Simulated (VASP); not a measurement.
# Ta2Tl (Fm-3m) in VASP: a series of runs

Ta2Tl is run at these levels: PBE; tasks: single point, relaxation of cell and atoms.

Program: VASP 6.6.1. These are calculated values, not measurements. Logs are shortened: lines on timing, memory, paths and dates and some standing lists are left out, and cuts for length are marked.

**1. The cell of the first run**

Symmetry: Fm-3m, No. 225, cubic system. Conventional cell: a = 6.493 Å, b = 6.493 Å, c = 6.493 Å, α = 90.00°, β = 90.00°, γ = 90.00°. Ta (site symmetry -43m) has 4 Tl at 2.81 Å and 6 Ta at 3.25 Å within 3.7 Å. Within 3.7 Å of Tl (site symmetry m-3m) lie 8 Ta at 2.81 Å.

The cell was built from a structure type or drawn by symmetry, and may not be a known phase.

**2. Single point, PBE**

Input file INCAR:

```
SYSTEM = Ta2Tl
ALGO     = Normal         ! electronic algorithm
EDIFF    = 1E-7           ! SCF threshold, eV
ENCUT    = 520            ! plane-wave cutoff, eV
GGA      = PE             ! functional
ISIF     = 2              ! what is computed and relaxed
ISMEAR   = 0              ! smearing method
LASPH    = .True.         ! aspherical terms in the spheres
LCHARG   = .False.        ! write CHGCAR
LREAL    = .False.        ! projectors in reciprocal space
LWAVE    = .False.        ! write WAVECAR
NBANDS   = 24             ! bands
NELM     = 60             ! most SCF steps
PREC     = Accurate       ! precision mode
SIGMA    = 0.1            ! smearing width, eV
```

Input file KPOINTS:

```
k-points
0
Gamma
  4 4 4
  0 0 0
```

Input file POSCAR:

```
Ta2Tl
1.0
    0.0000000000      3.2466966475      3.2466966475
    3.2466966475      0.0000000000      3.2466966475
    3.2466966475      3.2466966475      0.0000000000
Ta Tl
2 1
Direct
    0.7500000000      0.7500000000      0.7500000000
    0.2500000000      0.2500000000      0.2500000000
    0.0000000000      0.0000000000      0.0000000000
```

Potentials or basis: VASP PAW PBE potentials, release 64 (Ta_pv, Tl_d).

Started as:

```console
$ cat potpaw_PBE.64/Ta_pv/POTCAR potpaw_PBE.64/Tl_d/POTCAR > POTCAR
$ mpirun -np 1 vasp_std > vasp.out
```

OUTCAR:

```text
SYSTEM = Ta2Tl
   EDIFF = 1E-7
   ENCUT = 520
   GGA = PE
   ISIF = 2
   ISMEAR = 0
   LASPH = .True.
   LREAL = .False.
   NELM = 60
   PREC = Accurate

 ion  position               nearest neighbor table
   1  0.750  0.750  0.750-   3 2.81   3 2.81   3 2.81   3 2.81   2 3.25   2 3.25   2 3.25   2 3.25
                             2 3.25   2 3.25
   2  0.250  0.250  0.250-   3 2.81   3 2.81   3 2.81   3 2.81   1 3.25   1 3.25   1 3.25   1 3.25
                             1 3.25   1 3.25
   3  0.000  0.000  0.000-   1 2.81   1 2.81   1 2.81   2 2.81   2 2.81   2 2.81   2 2.81   1 2.81

  LATTYP: Found a face centered cubic cell.
 ALAT       =     6.4933932950

  Lattice vectors:

 A1 = (   0.0000000000,   3.2466966475,   3.2466966475)
 A2 = (   3.2466966475,   0.0000000000,   3.2466966475)
 A3 = (   3.2466966475,   3.2466966475,   0.0000000000)

Analysis of symmetry for initial positions (statically):
=====================================================================
 Subroutine PRICEL returns:
 Original cell was already a primitive cell.

 Routine SETGRP: Setting up the symmetry group for a
 face centered cubic supercell.

 Subroutine GETGRP returns: Found 48 space group operations
 (whereof 48 operations were pure point group operations)
 out of a pool of 48 trial point group operations.

The static configuration has the point symmetry O_h .

Analysis of symmetry for dynamics (positions and initial velocities):
=====================================================================
 Subroutine PRICEL returns:
 Original cell was already a primitive cell.

 Routine SETGRP: Setting up the symmetry group for a
 face centered cubic supercell.

 Subroutine GETGRP returns: Found 48 space group operations
 (whereof 48 operations were pure point group operations)
 out of a pool of 48 trial point group operations.

The dynamic configuration has the point symmetry O_h .

 Subroutine INISYM returns: Found 48 space group operations
 (whereof 48 operations are pure point group operations),
 and found     1 'primitive' translations

----------------------------------------------------------------------------------------

                                     Primitive cell

  volume of cell :      68.4471

  direct lattice vectors                    reciprocal lattice vectors
     0.000000000  3.246696647  3.246696647    -0.154002685  0.154002685  0.154002685
     3.246696647  0.000000000  3.246696647     0.154002685 -0.154002685  0.154002685
     3.246696647  3.246696647  0.000000000     0.154002685  0.154002685 -0.154002685

  length of vectors
     4.591522432  4.591522432  4.591522432     0.266740474  0.266740474  0.266740474

  position of ions in fractional coordinates (direct lattice)
     0.750000000  0.750000000  0.750000000
     0.250000000  0.250000000  0.250000000
     0.000000000  0.000000000  0.000000000

  ion indices of the primitive-cell ions
   primitive index   ion index
                 1           1
                 2           2
                 3           3

----------------------------------------------------------------------------------------

 KPOINTS: k-points

Automatic generation of k-mesh.
 Grid dimensions read from file:
 generate k-points for:    4    4    4

 Generating k-lattice:

  Cartesian coordinates                     Fractional coordinates (reciprocal lattice)
    -0.038500671  0.038500671  0.038500671     0.250000000  0.000000000  0.000000000
     0.038500671 -0.038500671  0.038500671     0.000000000  0.250000000  0.000000000
     0.038500671  0.038500671 -0.038500671     0.000000000  0.000000000  0.250000000

  Length of vectors
     0.066685119  0.066685119  0.066685119

  Shift w.r.t. Gamma in fractional coordinates (k-lattice)
     0.000000000  0.000000000  0.000000000

 Subroutine IBZKPT returns following result:
 ===========================================

 Found      8 irreducible k-points:

 Following reciprocal coordinates:
            Coordinates               Weight
  0.000000  0.000000  0.000000      1.000000
  0.250000  0.000000  0.000000      8.000000
  0.500000  0.000000  0.000000      4.000000
  0.250000  0.250000  0.000000      6.000000
  0.500000  0.250000  0.000000     24.000000
 -0.250000  0.250000  0.000000     12.000000
  0.500000  0.500000  0.000000      3.000000
 -0.250000  0.500000  0.250000      6.000000
   k-points           NKPTS =      8   k-points in BZ     NKDIM =      8   number of bands    NBANDS=     24
   number of dos      NEDOS =    301   number of ions     NIONS =      3
   total plane-waves  NPLWV =  46656
   dimension x,y,z NGX =    36 NGY =   36 NGZ =   36
   dimension x,y,z NGXF=    72 NGYF=   72 NGZF=   72
   ions per type =               2   1
   NGX,Y,Z   is equivalent  to a cutoff of  13.03, 13.03, 13.03 a.u.
   NGXF,Y,Z  is equivalent  to a cutoff of  26.07, 26.07, 26.07 a.u.
 SYSTEM =  Ta2Tl
   PREC   = accura    normal or accurate (medium, high low for compatibility)
   ISTART =      0    job   : 0-new  1-cont  2-samecut
   ICHARG =      2    charge: 1-file 2-atom 10-const
   ISPIN  =      1    spin polarized calculation?
   LNONCOLLINEAR =      F non collinear calculations
   LSORBIT =      F    spin-orbit coupling
   LASPH  =      T    aspherical Exc in radial PAW
   ENCUT  =  520.0 eV  38.22 Ry    6.18 a.u.   8.54  8.54  8.54*2*pi/ulx,y,z
   NELM   =     60;   NELMIN=  2; NELMDL= -5     # of ELM steps
   EDIFF  = 0.1E-06   stopping-criterion for ELM
   LREAL  =      F    real-space projection
   EDIFFG = 0.1E-05   stopping-criterion for IOM
   NSW    =      0    number of steps for IOM
   IBRION =     -1    ionic relax: 0-MD 1-quasi-New 2-CG
   NFREE  =      0    steps in history (QN), initial steepest desc. (CG)
   ISIF   =      2    stress and relaxation
   ISYM   =      2    0-nonsym 1-usesym 2-fastsym
   POTIM  = 0.5000    time-step for ionic-motion
   TEBEG  =    0.0;   TEEND  =   0.0 temperature during run
   PSTRESS=    0.0 pullay stress
   NELECT =      35.0000    total number of electrons
   NUPDOWN=      -1.0000    fix difference up-down
   EMIN   =  10.00;   EMAX   =-10.00  energy-range for DOS
   EFERMI =   0.00;   METHOD = LEGACY
   ISMEAR =     0;   SIGMA  =   0.10  broadening in eV -4-tet -1-fermi 0-gaus
   EFERMI_NEDOS =   21; number of points for ismear=-14 and -15
   IALGO  =     38    algorithm
   IMIX   =      4    mixing-type and parameters
     AMIX     =   0.40;   BMIX     =  1.00
     AMIX_MAG =   1.60;   BMIX_MAG =  1.00
  volume/ion in A,a.u.               =      22.82       153.97
  Fermi-wavevector in a.u.,A,eV,Ry     =   1.309119  2.473876 23.317564  1.713793
  Thomas-Fermi vector in A             =   2.439740
   LORBIT       =      0    0 simple, 1 ext, 2 COOP (PROOUT), +10 PAW based schemes
   GGA     = PE    functional components
   LHFCALC =     F    Hartree Fock is set to
   AEXX    =    0.0000 exact exchange contribution
   IVDW    =     0    specifies the selected vdW correction
   LEPSILON=     F    determine dielectric tensor
   LRPA    =     F    only Hartree local field effects (RPA)
 non-spin polarized calculation
 Gauss-broadening in eV      SIGMA  =   0.10
  energy-cutoff  :      520.00
  volume of cell :       68.45
 maximum number of plane-waves:      1859
 NGX is ok and might be reduce to    36
   NGX = 17   NGY = 17   NGZ = 17

 number of electron      35.0000002 magnetization

 Free energy of the ion-electron system (eV)
  ---------------------------------------------------
  ext. energy  EPLUGINS =         0.00000000
  ---------------------------------------------------
  free energy    TOTEN  =       -21.98738887 eV

  energy without entropy =      -21.97023336  energy(sigma->0) =      -21.97881112

 E-fermi :   5.7675     XC(G=0): -11.2795

 val. band max:        5.6829795523   @ k =   0.5000   0.2500   0.0000
 cond. band min:       5.8417993511   @ k =  -0.2500   0.2500   0.0000
 fundamental gap:      0.1588197988
 Fermi energy:         5.7674670113

 k-point     1 :       0.0000    0.0000    0.0000
  band No.  band energies     occupation
      1     -29.2129      2.00000
      2     -29.2129      2.00000
      3     -29.2129      2.00000
      4     -29.0239      2.00000
      5     -29.0239      2.00000
      6     -29.0239      2.00000
[... 16 lines left out ...]
     23      10.0196      0.00000
     24      11.6489      0.00000

 k-point     2 :       0.2500    0.0000    0.0000
  band No.  band energies     occupation
      1     -29.1866      2.00000
      2     -29.1859      2.00000
      3     -29.1859      2.00000
      4     -29.0581      2.00000
      5     -29.0524      2.00000
      6     -29.0524      2.00000
[... 16 lines left out ...]
     23       8.2715      0.00000
     24       9.9796      0.00000

 k-point     3 :       0.5000    0.0000    0.0000
  band No.  band energies     occupation
      1     -29.1307      2.00000
      2     -29.1218      2.00000
      3     -29.1213      2.00000
      4     -29.1213      2.00000
      5     -29.1185      2.00000
      6     -29.1185      2.00000
[... 16 lines left out ...]
     23       6.9153      0.00000
     24      11.5071      0.00000

 k-point     4 :       0.2500    0.2500    0.0000
  band No.  band energies     occupation
      1     -29.2227      2.00000
      2     -29.2227      2.00000
      3     -29.1465      2.00000
      4     -29.0998      2.00000
      5     -29.0154      2.00000
      6     -29.0154      2.00000
[... 16 lines left out ...]
     23       9.7513      0.00000
     24       9.7513      0.00000

 k-point     5 :       0.5000    0.2500    0.0000
  band No.  band energies     occupation
      1     -29.2230      2.00000
      2     -29.2029      2.00000
      3     -29.1996      2.00000
      4     -29.0405      2.00000
      5     -29.0400      2.00000
      6     -29.0248      2.00000
[... 16 lines left out ...]
     23       8.0177      0.00000
     24      10.2112      0.00000

 k-point     6 :      -0.2500    0.2500    0.0000
  band No.  band energies     occupation
      1     -29.2362      2.00000
      2     -29.1381      2.00000
      3     -29.1292      2.00000
      4     -29.1106      2.00000
      5     -29.1101      2.00000
      6     -29.0056      2.00000
[... 16 lines left out ...]
     23       8.7009      0.00000
     24      10.4447      0.00000

 k-point     7 :       0.5000    0.5000    0.0000
  band No.  band energies     occupation
      1     -29.2663      2.00000
      2     -29.2325      2.00000
      3     -29.2325      2.00000
      4     -29.0069      2.00000
      5     -29.0069      2.00000
      6     -28.9845      2.00000
[... 16 lines left out ...]
     23       8.4509      0.00000
     24       9.8807      0.00000

 k-point     8 :      -0.2500    0.5000    0.2500
  band No.  band energies     occupation
      1     -29.2537      2.00000
      2     -29.2452      2.00000
      3     -29.1208      2.00000
      4     -29.1208      2.00000
      5     -28.9979      2.00000
      6     -28.9935      2.00000
[... 16 lines left out ...]
     23       8.1388      0.00000
     24      10.1462      0.00000

------------------------ aborting loop because EDIFF is reached ----------------------------------------

  FORCE on cell =-STRESS in cart. coord.  units (eV):
  Direction    XX          YY          ZZ          XY          YZ          ZX
  --------------------------------------------------------------------------------------
  -------------------------------------------------------------------------------------
  Total       -0.0387575     -0.0387575     -0.0387575     -0.0000000      0.0000000      0.0000000
  in kB       -0.9072161     -0.9072161     -0.9072161     -0.0000000      0.0000000      0.0000000
  external PRESSURE =      -0.9072161 kB  Pullay stress =       0.0000000 kB

 VOLUME and BASIS-vectors are now :
 -----------------------------------------------------------------------------
  energy-cutoff  :      520.00
  volume of cell :       68.45
      direct lattice vectors                 reciprocal lattice vectors
     0.000000000  3.246696647  3.246696647    -0.154002685  0.154002685  0.154002685
     3.246696647  0.000000000  3.246696647     0.154002685 -0.154002685  0.154002685
     3.246696647  3.246696647  0.000000000     0.154002685  0.154002685 -0.154002685

 POSITION                                       TOTAL-FORCE (eV/Angst)
 -----------------------------------------------------------------------------------
      4.87004      4.87004      4.87004        -0.000000      0.000000      0.000000
      1.62335      1.62335      1.62335        -0.000000      0.000000     -0.000000
      0.00000      0.00000      0.00000         0.000000     -0.000000      0.000000
 -----------------------------------------------------------------------------------
    total drift:                                0.000000      0.000000      0.000000

  FREE ENERGIE OF THE ION-ELECTRON SYSTEM (eV)
  ---------------------------------------------------
  free  energy   TOTEN  =       -21.9873888708 eV

  energy  without entropy=      -21.9702333640  energy(sigma->0) =      -21.97881112
```

Wall time 23 s (1 thread of Intel Xeon 8259CL, shared host); peak memory 0.21 GiB.

Results:

| Quantity | Value |
| --- | --- |
| Free energy | -21.9874 eV |
| Pressure | -0.1 GPa |
| Band gap on the k mesh | zero (an odd number of electrons rules out a gap without spin polarisation) |

Caveat: the k points lie up to 0.42 Å⁻¹ apart, too coarse for converged energies and pressures of a metal; spin-orbit coupling is left out, which moves the levels of the heavy elements.

**3. Relaxation of cell and atoms, PBE**

This run uses another cell than the first one, of 29.25 Å³/atom.

Input file INCAR:

```
PREC = Accurate
ENCUT = 600
EDIFF = 1E-6
ISMEAR = 0
SIGMA = 0.1
LREAL = F
LASPH = T
NELM = 60
ALGO = Normal
ISIF = 3
LWAVE = F
LCHARG = F
GGA = PE
IBRION = 2
NSW = 90
EDIFFG = -0.04
```

Input file KPOINTS:

```
Automatic mesh
0
Gamma
  4 4 4
```

Input file POSCAR:

```
Ta2Tl
1.0
    0.0000000000      3.5268964500      3.5268964500
    3.5268964500      0.0000000000      3.5268964500
    3.5268964500      3.5268964500      0.0000000000
Ta Tl
2 1
Direct
    0.7500000000      0.7500000000      0.7500000000
    0.2500000000      0.2500000000      0.2500000000
    0.0000000000      0.0000000000      0.0000000000
```

Potentials or basis: VASP PAW PBE potentials, release 64 (Ta_pv, Tl_d).

Started as:

```console
$ cat potpaw_PBE.64/Ta_pv/POTCAR potpaw_PBE.64/Tl_d/POTCAR > POTCAR
$ mpirun -np 1 vasp_std > vasp.out
```

OUTCAR:

```text
PREC = Accurate
   ENCUT = 600
   EDIFF = 1E-6
   ISMEAR = 0
   LREAL = F
   LASPH = T
   NELM = 60
   ISIF = 3
   GGA = PE
   IBRION = 2
   NSW = 90
   EDIFFG = -0.04

 ion  position               nearest neighbor table
   1  0.750  0.750  0.750-   3 3.05   3 3.05   3 3.05   3 3.05   2 3.53   2 3.53   2 3.53   2 3.53
                             2 3.53   2 3.53
   2  0.250  0.250  0.250-   3 3.05   3 3.05   3 3.05   3 3.05   1 3.53   1 3.53   1 3.53   1 3.53
                             1 3.53   1 3.53
   3  0.000  0.000  0.000-   1 3.05   1 3.05   1 3.05   2 3.05   2 3.05   2 3.05   2 3.05   1 3.05

  LATTYP: Found a face centered cubic cell.
 ALAT       =     7.0537929000

  Lattice vectors:

 A1 = (   0.0000000000,   3.5268964500,   3.5268964500)
 A2 = (   3.5268964500,   0.0000000000,   3.5268964500)
 A3 = (   3.5268964500,   3.5268964500,   0.0000000000)

Analysis of symmetry for initial positions (statically):
=====================================================================
 Subroutine PRICEL returns:
 Original cell was already a primitive cell.

 Routine SETGRP: Setting up the symmetry group for a
 face centered cubic supercell.

 Subroutine GETGRP returns: Found 48 space group operations
 (whereof 48 operations were pure point group operations)
 out of a pool of 48 trial point group operations.

The static configuration has the point symmetry O_h .

Analysis of symmetry for dynamics (positions and initial velocities):
[... 132 lines left out ...]
 maximum number of plane-waves:      2954
   NGX = 19   NGY = 19   NGZ = 19

--------------------------------------- Ionic step        1  -------------------------------------------

 number of electron      35.0000001 magnetization

 Free energy of the ion-electron system (eV)
  ---------------------------------------------------
  ext. energy  EPLUGINS =         0.00000000
  ---------------------------------------------------
  free energy    TOTEN  =       -20.57636090 eV

  energy without entropy =      -20.56368788  energy(sigma->0) =      -20.57002439

 E-fermi :   3.6855     XC(G=0): -10.1067

 val. band max:        3.5814972353   @ k =   0.5000   0.2500   0.0000
 cond. band min:       3.7725239547   @ k =   0.2500   0.2500   0.0000
 fundamental gap:      0.1910267193
 Fermi energy:         3.6854504958

 k-point     1 :       0.0000    0.0000    0.0000
  band No.  band energies     occupation
      1     -31.6748      2.00000
      2     -31.6748      2.00000
      3     -31.6748      2.00000
      4     -31.6028      2.00000
      5     -31.6028      2.00000
      6     -31.6028      2.00000
[... 328 lines left out ...]
--------------------------------------- Ionic step        5  -------------------------------------------

 number of electron      35.0000002 magnetization

 Free energy of the ion-electron system (eV)
  ---------------------------------------------------
  ext. energy  EPLUGINS =         0.00000000
  ---------------------------------------------------
  free energy    TOTEN  =       -21.98922062 eV

  energy without entropy =      -21.97203838  energy(sigma->0) =      -21.98062950

 E-fermi :   5.7702     XC(G=0): -11.2811

 val. band max:        5.6857630575   @ k =   0.5000   0.2500   0.0000
 cond. band min:       5.8443745414   @ k =  -0.2500   0.2500   0.0000
 fundamental gap:      0.1586114839
 Fermi energy:         5.7701711423

 k-point     1 :       0.0000    0.0000    0.0000
  band No.  band energies     occupation
      1     -29.2092      2.00000
      2     -29.2092      2.00000
      3     -29.2092      2.00000
      4     -29.0201      2.00000
      5     -29.0201      2.00000
      6     -29.0201      2.00000
[... 211 lines left out ...]
  FREE ENERGIE OF THE ION-ELECTRON SYSTEM (eV)
  ---------------------------------------------------
  free  energy   TOTEN  =       -21.9892206213 eV

  energy  without entropy=      -21.9720383779  energy(sigma->0) =      -21.98062950

 reached required accuracy - stopping structural energy minimisation
```

Run time: 100 s. Hardware: 1 thread of Intel Xeon 8259CL, shared host; peak memory 0.25 GiB.

Results:

```yaml
Free_energy: -21.9892 eV
Relaxed_volume: 22.81 Å³/atom
Relaxed_cell: a = 4.591 Å, b = 4.591 Å, c = 4.591 Å, α = 60.00°, β = 60.00°, γ = 60.00°
Space_group_after_relaxing_to_0.1_Å: Fm-3m (No. 225)
Energy_gained_by_relaxing: 471.0 meV/atom
Ionic_steps: 5
Pressure_after_relaxing: 0.0 GPa
Band_gap_on_the_k_mesh: zero (an odd number of electrons rules out a gap without spin polarisation)
```

The path:
```csv
step,energy change (eV),largest force (eV/Å),pressure (GPa),volume (Å³)
1,0.0000,0.0000,-18.42,87.74
2,1.4439,0.0000,70.03,51.59
3,-1.4048,0.0000,-2.17,69.60
4,-1.4120,0.0000,-0.72,68.80
5,-1.4129,0.0000,0.00,68.43
```

Final structure:
```
Ta Tl
1.0
     0.00000    3.24636    3.24636
     3.24636    0.00000    3.24636
     3.24636    3.24636    0.00000
Ta Tl
2 1
Direct
  0.75000 0.75000 0.75000
  0.25000 0.25000 0.25000
  0.00000 0.00000 0.00000
```

Levels at points of the mesh, in eV from the Fermi level:
```csv
k point,band 13,band 14,band 15,band 16,band 17,band 18,band 19,band 20,band 21
"(0.00, 0.00, 0.00)",-2.92,-2.92,-2.92,-1.54,-1.54,2.46,2.86,2.86,2.86
"(0.50, 0.00, 0.00)",-4.43,-1.95,-1.95,-0.18,-0.18,0.15,0.44,0.44,1.15
"(0.50, 0.50, 0.00)",-5.12,-1.56,-1.44,-1.35,-0.81,-0.81,1.15,1.15,1.63
```

Caveat: the k points lie up to 0.42 Å⁻¹ apart in the final cell, too coarse for converged energies and pressures of a metal; the volume moved by over 15 % at a fixed basis, so the end points are rough; spin-orbit coupling is left out, which moves the levels of the heavy elements.
